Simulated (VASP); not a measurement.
Crystal: VSi.

```
V Si
1.0
     1.73078    0.99927    2.86904
    -1.73078    0.99927    2.86904
     0.00000   -1.99853    2.86904
V Si
1 1
Direct
  0.00000 0.00000 0.00000
  0.50000 0.50000 0.50000
```

- Program: VASP 6.6.1
- Task: relaxation of cell and atoms
- Functional: PBE
- Potentials or basis: VASP PAW PBE potentials, release 64 (V_sv, Si)
- Cutoff: 600 eV
- k mesh: 18 × 18 × 18
- Occupations: gaussian, width 0.1 eV
- Spin: no spin polarisation

At the start: pressure -2.6 GPa; volume 14.89 Å³/atom.

Q: Where does the relaxation end?

A: Over 3 steps the energy falls by 2.4 meV/atom and the volume is 14.60 Å³/atom (-1.9 %); space group R-3m (No. 166, to 0.05 Å).

The path:
```csv
step,energy change (eV),largest force (eV/Å),pressure (GPa),volume (Å³)
1,0.0000,0.0000,-2.61,29.77
2,-0.0017,0.0000,2.23,28.74
3,-0.0048,0.0000,-0.01,29.19
```

Final structure:
```yaml
crystal:
  lattice:
    - [1.71937, 0.99268, 2.85054]
    - [-1.71937, 0.99268, 2.85054]
    - [0.00000, -1.98536, 2.85054]
  atoms:
    - { symbol: V, position: [0.00000, 0.00000, 0.00000] }
    - { symbol: Si, position: [0.50000, 0.50000, 0.50000] }
```
